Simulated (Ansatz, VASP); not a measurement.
**HPbNO4: VASP beside Ansatz**

INCAR

```
  PREC = Accurate
  ENCUT = 520
  EDIFF = 1E-6
  ISMEAR = -1
  SIGMA = 0.05
  LREAL = False
  LASPH = True
  NELM = 100
  ALGO = Normal
  ISIF = 2
  LWAVE = False
  LCHARG = True
  GGA = PE
  LELF = True
  LVHAR = True
  NBANDS = 31
```

KPOINTS

```
Automatic mesh
0
Gamma
  6 4 4
```

The input POSCAR:

```
HPbNO4
1.0
    4.2175284574     -0.0003945939      0.0062740435
   -2.0558245203      5.1373663720     -0.0484068106
   -2.0950668868     -1.8405242062      4.8484841545
H Pb N O
1 1 1 4
Direct
    0.9907300000      0.0333000000      0.9099400000
    0.5027400000      0.8198900000      0.1428700000
    0.0083800000      0.4740800000      0.5026500000
    0.9981600000      0.9274100000      0.0287700000
    0.1946700000      0.7343500000      0.6085200000
    0.8167300000      0.3588200000      0.2455600000
    0.0138100000      0.3312100000      0.6521700000
```

Contents of input.yaml:

```yaml
crystal:
  lattice:
    - [4.2175284574, -0.0003945939, 0.0062740435]
    - [-2.0558245203, 5.137366372, -0.0484068106]
    - [-2.0950668868, -1.8405242062, 4.8484841545]
  atoms:
    - { symbol: H, position: [0.99073, 0.0333, 0.90994] }
    - { symbol: Pb, position: [0.50274, 0.81989, 0.14287] }
    - { symbol: "N", position: [0.00838, 0.47408, 0.50265] }
    - { symbol: O, position: [0.99816, 0.92741, 0.02877] }
    - { symbol: O, position: [0.19467, 0.73435, 0.60852] }
    - { symbol: O, position: [0.81673, 0.35882, 0.24556] }
    - { symbol: O, position: [0.01381, 0.33121, 0.65217] }
kpoints:
  mp_grid: { grid: [6, 4, 4] }
scf:
  occupations: { method: fermi_dirac, width: 0.05 }
hamiltonian:
  xc: pbe
  pseudopotentials: { kind: all_electron, lapw: { basis_error: 0.003 } }
output:
  forces: true
  stress: true
  eigenvalues: true
```

Change from the starting cell: volume scaled by 0.96.

Alike in both runs: task single point; functional PBE; k mesh 6 × 4 × 4; occupations fermi-dirac, width 0.05 eV; no spin polarisation.

```csv
,VASP,Ansatz
version,VASP 6.6.1,Ansatz 0.2.0
potentials or method,"VASP PAW PBE potentials, release 64 (H, Pb_d, N, O), cutoff 520 eV","all-electron LAPW, scalar-relativistic"
```

VASP gave:

| Property | Result |
| --- | --- |
| gap on the k mesh at the Fermi level (eV) | 2.90 |
| least direct gap on the mesh (eV) | 3.23 |
| pressure (GPa) | 4.5 |
| traceless stress, the component that is largest in VASP (GPa) | -2.81 |
| rms of the force components (eV/Å) | 0.629 |

Q: Estimate Ansatz's values.

A: gap on the k mesh at the Fermi level (eV): 2.94; least direct gap on the mesh (eV): 3.27; pressure (GPa): 3.7; traceless stress, the component that is largest in VASP (GPa): -1.81; rms of the force components (eV/Å): 0.440.

Atom by atom the forces differ by 0.192 eV/Å (rms over components). Ansatz ran all-electron here, and VASP with PAW potentials.

Spin-orbit coupling is off throughout. Noted on VASP's run: the standard files for N, O and F lose accuracy on very short bonds.
